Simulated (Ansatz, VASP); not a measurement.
Two plane-wave programs on CsZn

```
Cs Zn
1.0
     4.58604    0.00000    0.00000
     0.00000    4.58604    0.00000
     0.00000    0.00000    4.58604
Cs Zn
1 1
Cartesian
  0.0000 0.0000 0.0000
  2.2930 2.2930 2.2930
```

Alike in both runs: task electric field gradients; functional PBE; k mesh 8 × 8 × 8; occupations fermi-dirac, width 0.05 eV; no spin polarisation.

|  | VASP | Ansatz |
| --- | --- | --- |
| version | VASP 6.6.1 | Ansatz 0.2.0 |
| potentials or method | VASP PAW PBE potentials, release 64 (Cs_sv, Zn) | PAW with Ansatz's default frozen-core files, scalar-relativistic |
| plane-wave cutoff (eV) | 520 | 420 |
| valence electrons in the cell | 21 | 21 |

|  | VASP | Ansatz | Ansatz less VASP |
| --- | --- | --- | --- |
| pressure (GPa) | 0.0 | 0.0 | -0.01 |

The functional is the same, so the differences come from potentials, cutoffs and numerics.

Spin-orbit coupling is off throughout.
